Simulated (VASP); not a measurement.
# MnS (Cm) in VASP: single point with PBEsol+D3(BJ)

Aim: the single point of MnS with PBEsol+D3(BJ).

Program: VASP 6.6.1. These are calculated values, not measurements. Logs are shortened: lines on timing, memory, paths and dates and some standing lists are left out, and cuts for length are marked.

## (1) The cell of the first run

Symmetry: Cm, No. 8, monoclinic system. The conventional cell has a = 6.859 Å, b = 3.960 Å, c = 3.960 Å, α = 90.00°, β = 125.26°, γ = 90.00°. Within 3.0 Å of Mn (site symmetry m) lie 4 S at 2.30 to 2.56 Å. S (site symmetry m) has 4 Mn at 2.30 to 2.56 Å within 3.0 Å.

## (2) Single point, PBEsol+D3(BJ), collinear spin, ferromagnetic start

Contents of INCAR:

```
PREC = Accurate
ENCUT = 520
EDIFF = 1E-6
ISMEAR = -1
SIGMA = 0.01
LREAL = F
LASPH = T
NELM = 150
ALGO = Normal
ISIF = 2
LWAVE = F
LCHARG = T
ISPIN = 2
MAGMOM = 5.2 0
LORBIT = 11
LMAXMIX = 4
GGA = PS
IVDW = 12
LELF = T
LVHAR = T
NBANDS = 20
```

Contents of KPOINTS:

```
regular mesh
0
Gamma
  5 5 5
```

Contents of POSCAR:

```
MnS
1.0
    0.0000000000      2.8000000000      2.8000000000
    2.8000000000      0.0000000000      2.8000000000
    2.8000000000      2.8000000000      0.0000000000
Mn S
1 1
Direct
    0.0000000000      0.0000000000      0.0400000000
    0.2500000000      0.2500000000      0.2500000000
```

Potentials or basis: VASP PAW PBE potentials, release 64 (Mn_pv, S).

Started as:

```console
> cat potpaw_PBE.64/Mn_pv/POTCAR potpaw_PBE.64/S/POTCAR > POTCAR
> mpirun -np 1 vasp_std > vasp.out
```

OUTCAR:

```text
PREC = Accurate
   ENCUT = 520
   EDIFF = 1E-6
   ISMEAR = -1
   LREAL = F
   LASPH = T
   NELM = 150
   ISIF = 2
   ISPIN = 2
   LORBIT = 11
   GGA = PS
   IVDW = 12
 IVDW          = 12

 ion  position               nearest neighbor table
   1  0.000  0.000  0.040-   2 2.30   2 2.43   2 2.43   2 2.56
   2  0.250  0.250  0.250-   1 2.30   1 2.43   1 2.43   1 2.56

  LATTYP: Found a face centered cubic cell.
 ALAT       =     5.6000000000

  Lattice vectors:

 A1 = (   0.0000000000,   2.8000000000,   2.8000000000)
 A2 = (   2.8000000000,   0.0000000000,   2.8000000000)
 A3 = (   2.8000000000,   2.8000000000,   0.0000000000)

Analysis of symmetry for initial positions (statically):
=====================================================================
 Subroutine PRICEL returns:
 Original cell was already a primitive cell.

 Routine SETGRP: Setting up the symmetry group for a
 face centered cubic supercell.

 Subroutine GETGRP returns: Found  2 space group operations
 (whereof  2 operations were pure point group operations)
 out of a pool of 48 trial point group operations.

The static configuration has the point symmetry C_1h.

Analysis of symmetry for dynamics (positions and initial velocities):
=====================================================================
 Subroutine PRICEL returns:
 Original cell was already a primitive cell.

 Routine SETGRP: Setting up the symmetry group for a
 face centered cubic supercell.

 Subroutine GETGRP returns: Found  2 space group operations
 (whereof  2 operations were pure point group operations)
 out of a pool of 48 trial point group operations.

The dynamic configuration has the point symmetry C_1h.

Analysis of structural, dynamic, and magnetic symmetry:
=====================================================================
 Subroutine PRICEL returns:
 Original cell was already a primitive cell.

 Routine SETGRP: Setting up the symmetry group for a
 face centered cubic supercell.

 Subroutine GETGRP returns: Found  2 space group operations
 (whereof  2 operations were pure point group operations)
 out of a pool of 48 trial point group operations.

The overall configuration has the point symmetry C_1h.

 Subroutine INISYM returns: Found  2 space group operations
 (whereof  2 operations are pure point group operations),
 and found     1 'primitive' translations

----------------------------------------------------------------------------------------

                                     Primitive cell

  volume of cell :      43.9040

  direct lattice vectors                    reciprocal lattice vectors
     0.000000000  2.800000000  2.800000000    -0.178571429  0.178571429  0.178571429
     2.800000000  0.000000000  2.800000000     0.178571429 -0.178571429  0.178571429
     2.800000000  2.800000000  0.000000000     0.178571429  0.178571429 -0.178571429

  length of vectors
     3.959797975  3.959797975  3.959797975     0.309294787  0.309294787  0.309294787

  position of ions in fractional coordinates (direct lattice)
     0.000000000  0.000000000  0.040000000
     0.250000000  0.250000000  0.250000000

  ion indices of the primitive-cell ions
   primitive index   ion index
                 1           1
                 2           2

----------------------------------------------------------------------------------------

 KPOINTS: regular mesh

Automatic generation of k-mesh.
 Grid dimensions read from file:
 generate k-points for:    5    5    5

 Generating k-lattice:

  Cartesian coordinates                     Fractional coordinates (reciprocal lattice)
    -0.035714286  0.035714286  0.035714286     0.200000000  0.000000000  0.000000000
     0.035714286 -0.035714286  0.035714286     0.000000000  0.200000000  0.000000000
     0.035714286  0.035714286 -0.035714286     0.000000000  0.000000000  0.200000000

  Length of vectors
     0.061858957  0.061858957  0.061858957

  Shift w.r.t. Gamma in fractional coordinates (k-lattice)
     0.000000000  0.000000000  0.000000000

 Subroutine IBZKPT returns following result:
 ===========================================

 Found     39 irreducible k-points:

 Following reciprocal coordinates:
            Coordinates               Weight
  0.000000  0.000000  0.000000      1.000000
  0.200000  0.000000  0.000000      4.000000
  0.000000  0.000000  0.200000      2.000000
  0.200000  0.200000  0.200000      2.000000
  0.400000  0.000000  0.000000      4.000000
  0.000000  0.000000  0.400000      2.000000
[... 16 lines left out ...]
 -0.400000 -0.400000  0.400000      2.000000
 -0.200000  0.200000  0.000000      2.000000
 [... further k-points ...]
   k-points           NKPTS =     39   k-points in BZ     NKDIM =     39   number of bands    NBANDS=     20
   number of dos      NEDOS =    301   number of ions     NIONS =      2
   total plane-waves  NPLWV =  27000
   dimension x,y,z NGX =    30 NGY =   30 NGZ =   30
   dimension x,y,z NGXF=    60 NGYF=   60 NGZF=   60
   ions per type =               1   1
   NGX,Y,Z   is equivalent  to a cutoff of  12.60, 12.60, 12.60 a.u.
   NGXF,Y,Z  is equivalent  to a cutoff of  25.19, 25.19, 25.19 a.u.
 SYSTEM =  unknown system
   PREC   = accura    normal or accurate (medium, high low for compatibility)
   ISTART =      0    job   : 0-new  1-cont  2-samecut
   ICHARG =      2    charge: 1-file 2-atom 10-const
   ISPIN  =      2    spin polarized calculation?
   LNONCOLLINEAR =      F non collinear calculations
   LSORBIT =      F    spin-orbit coupling
   LASPH  =      T    aspherical Exc in radial PAW
   ENCUT  =  520.0 eV  38.22 Ry    6.18 a.u.   7.36  7.36  7.36*2*pi/ulx,y,z
   NELM   =    150;   NELMIN=  2; NELMDL= -5     # of ELM steps
   EDIFF  = 0.1E-05   stopping-criterion for ELM
   LREAL  =      F    real-space projection
[... 7 lines left out ...]
   TEBEG  =    0.0;   TEEND  =   0.0 temperature during run
   PSTRESS=    0.0 pullay stress
   NELECT =      19.0000    total number of electrons
   NUPDOWN=      -1.0000    fix difference up-down
   EMIN   =  10.00;   EMAX   =-10.00  energy-range for DOS
   EFERMI =   0.00;   METHOD = LEGACY
   ISMEAR =    -1;   SIGMA  =   0.01  broadening in eV -4-tet -1-fermi 0-gaus
   EFERMI_NEDOS =   21; number of points for ismear=-14 and -15
   IALGO  =     38    algorithm
   IMIX   =      4    mixing-type and parameters
     AMIX     =   0.40;   BMIX     =  1.00
     AMIX_MAG =   1.60;   BMIX_MAG =  1.00
  volume/ion in A,a.u.               =      21.95       148.14
  Fermi-wavevector in a.u.,A,eV,Ry     =   1.238297  2.340041 20.862879  1.533378
  Thomas-Fermi vector in A             =   2.372828
   LORBIT       =     11    0 simple, 1 ext, 2 COOP (PROOUT), +10 PAW based schemes
   GGA     = PS    functional components
   LHFCALC =     F    Hartree Fock is set to
   AEXX    =    0.0000 exact exchange contribution
   IVDW    =    12    specifies the selected vdW correction
   LEPSILON=     F    determine dielectric tensor
   LRPA    =     F    only Hartree local field effects (RPA)
 spin polarized calculation
  energy-cutoff  :      520.00
  volume of cell :       43.90
 maximum number of plane-waves:      1243
 NGX is ok and might be reduce to    30
   NGX = 15   NGY = 15   NGZ = 15

 number of electron      19.0000000 magnetization       4.8868034

 Free energy of the ion-electron system (eV)
  ---------------------------------------------------
  ext. energy  EPLUGINS =         0.00000000
  ---------------------------------------------------
  free energy    TOTEN  =       -14.68808755 eV

  energy without entropy =      -14.68760236  energy(sigma->0) =      -14.68784496

 E-fermi :   4.3533     XC(G=0):  -9.5189

 val. band max:        4.3520249406   @ k =   0.4000   0.4000  -0.2000
 cond. band min:       4.3695856864   @ k =   0.0000   0.4000   0.4000
 fundamental gap:      0.0175607458
 Fermi energy:         4.3533392534

 spin component 1

 k-point     1 :       0.0000    0.0000    0.0000
  band No.  band energies     occupation
      1     -46.2242      1.00000
      2     -46.1997      1.00000
      3     -46.1702      1.00000
      4      -9.5203      1.00000
      5      -0.6900      1.00000
      6      -0.5074      1.00000
[... 12 lines left out ...]
     19      16.1229      0.00000
     20      16.7657      0.00000

 k-point     2 :       0.2000    0.0000    0.0000
  band No.  band energies     occupation
      1     -46.2245      1.00000
      2     -46.2005      1.00000
      3     -46.1706      1.00000
      4      -9.2987      1.00000
      5      -0.8762      1.00000
      6      -0.5167      1.00000
[... 498 lines left out ...]
 k-point    24 :      -0.2000    0.2000    0.0000
  band No.  band energies     occupation
      1     -46.2248      1.00000
      2     -46.2017      1.00000
      3     -46.1710      1.00000
      4      -9.0131      1.00000
      5      -1.0609      1.00000
      6      -0.5155      1.00000
[... 12 lines left out ...]
     19      17.2924      0.00000
     20      17.9004      0.00000

 [... further k-points ...]

 spin component 2

 k-point     1 :       0.0000    0.0000    0.0000
  band No.  band energies     occupation
      1     -41.7051      1.00000
      2     -41.6989      1.00000
      3     -41.6926      1.00000
      4      -9.1806      1.00000
      5       0.8515      1.00000
      6       1.0827      1.00000
[... 12 lines left out ...]
     19      17.0220      0.00000
     20      17.8532      0.00000

 k-point     2 :       0.2000    0.0000    0.0000
  band No.  band energies     occupation
      1     -41.7058      1.00000
      2     -41.7001      1.00000
      3     -41.6930      1.00000
      4      -8.9724      1.00000
      5       0.3196      1.00000
      6       0.9769      1.00000
[... 498 lines left out ...]
 k-point    24 :      -0.2000    0.2000    0.0000
  band No.  band energies     occupation
      1     -41.7063      1.00000
      2     -41.7018      1.00000
      3     -41.6933      1.00000
      4      -8.7047      1.00000
      5      -0.1101      1.00000
      6       0.7308      1.00000
[... 12 lines left out ...]
     19      18.1090      0.00000
     20      19.0300      0.00000

 [... further k-points ...]

------------------------ aborting loop because EDIFF is reached ----------------------------------------

 Edisp (eV)   -0.57425

 E8    (eV) :    -0.3655

  FORCE on cell =-STRESS in cart. coord.  units (eV):
  Direction    XX          YY          ZZ          XY          YZ          ZX
  --------------------------------------------------------------------------------------
  -------------------------------------------------------------------------------------
  Total      -0.99980    -0.99980    -0.88831     0.23429     0.64404     0.64404
  in kB     -36.48543   -36.48543   -32.41693     8.54987    23.50290    23.50290
  external pressure =      -35.13 kB  Pullay stress =        0.00 kB

 VOLUME and BASIS-vectors are now :
 -----------------------------------------------------------------------------
  energy-cutoff  :      520.00
  volume of cell :       43.90
      direct lattice vectors                 reciprocal lattice vectors
     0.000000000  2.800000000  2.800000000    -0.178571429  0.178571429  0.178571429
     2.800000000  0.000000000  2.800000000     0.178571429 -0.178571429  0.178571429
     2.800000000  2.800000000  0.000000000     0.178571429  0.178571429 -0.178571429

 POSITION                                       TOTAL-FORCE (eV/Angst)
 -----------------------------------------------------------------------------------
      0.11200      0.11200      0.00000        -0.560727     -0.560727     -0.262671
      1.40000      1.40000      1.40000         0.560727      0.560727      0.262671
 -----------------------------------------------------------------------------------
    total drift:                                0.000434      0.000434     -0.000013

  FREE ENERGIE OF THE ION-ELECTRON SYSTEM (eV)
  ---------------------------------------------------
  free  energy   TOTEN  =       -15.2623330361 eV

  energy  without entropy=      -15.2618478472  energy(sigma->0) =      -15.26209044

 total charge

# of ion       s       p       d       tot
------------------------------------------
    1        0.267   6.218   4.908  11.393
    2        1.310   2.424   0.000   3.734
--------------------------------------------------
tot          1.577   8.642   4.908  15.127

 magnetization (x)

# of ion       s       p       d       tot
------------------------------------------
    1        0.050   0.066   4.175   4.292
    2        0.010   0.073   0.000   0.083
--------------------------------------------------
tot          0.060   0.139   4.175   4.374
```

Run time: 64 s. Hardware: 1 thread of Intel Xeon Platinum 8259CL at 2.50GHz (Skylake/Cascade Lake), shared host; peak memory 0.22 GiB.

Results:

| Quantity | Value |
| --- | --- |
| Free energy | -15.2623 eV |
| Pressure | -3.5 GPa |
| Largest force | 0.835 eV/Å |
| Net moment | 4.89 μB per cell |
| Site moments | Mn +4.29; S +0.08 μB |
| Valence electrons inside the program's atomic spheres | Mn 11.39; S 3.73 |
| Dispersion energy per atom | -0.287 eV |

Forces on the atoms (eV/Å):
```
Mn  -0.561 -0.561 -0.263
S    0.561  0.561  0.263
```

Levels at points of the mesh, in eV from the Fermi level:
Spin up:
```tsv
k point	band 9	band 10	band 11	band 12	band 13	band 14	band 15	band 16
(0.00, 0.00, 0.00)	-3.15	0.08	0.35	0.36	1.01	5.80	5.86	5.94
```
Spin down:
```csv
k point,band 5,band 6,band 7,band 8,band 9,band 10
"(0.00, 0.00, 0.00)",-3.50,-3.27,-2.97,0.82,0.84,1.78
```

Caveat: the k points lie up to 0.39 Å⁻¹ apart; the PAW data sets were made with another functional, which shifts forces and pressure a little; a cell with one magnetic atom can't hold antiferromagnetic order, which such compounds often take; semilocal functionals often make such compounds metallic where correlation or magnetic order opens a gap, which also shifts bond lengths.
